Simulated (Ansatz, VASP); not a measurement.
**ScAl3N3: VASP beside Ansatz**

```
Sc Al N
1.0
     3.68078    0.00000    0.00000
     0.00000    3.68078    0.00000
     0.00000    0.00000    6.29409
Sc Al N
1 3 3
Direct
  0.00000 0.00000 0.00000
  0.50000 0.50000 0.69938
  0.50000 0.50000 0.30062
  0.00000 0.00000 0.50000
  0.50000 0.50000 0.00000
  0.00000 0.50000 0.50000
  0.50000 0.00000 0.50000
```

Alike in both runs: functional PBE; k mesh 4 × 4 × 3; occupations gaussian, width 0.2 eV; no spin polarisation.

Ansatz relaxed the structure, and its values are those at the end. VASP's run is a single point on that final structure, the one shown.

|  | VASP | Ansatz |
| --- | --- | --- |
| version | VASP 6.6.1 | Ansatz 0.2.0 |
| potentials or method | VASP PAW PBE potentials, release 64 (Sc_sv, Al, N), cutoff 600 eV | scalar-relativistic, plane waves, PAW |
| valence electrons in the cell | 35 | 35 |

|  | VASP | Ansatz | Ansatz less VASP |
| --- | --- | --- | --- |
| gap on the k mesh at the Fermi level (eV) | none | none | - |
| pressure (GPa) | -0.4 | -0.3 | +0.07 |
| rms of the force components (eV/Å) | 0.005 | 0.002 | -0.0029 |

A gap of «none» marks a metal or a gap that the smearing closes. With one functional, cell and mesh, what is left measures potentials, basis and numerics.

The k mesh is coarse, so the values compare programs but aren't converged.
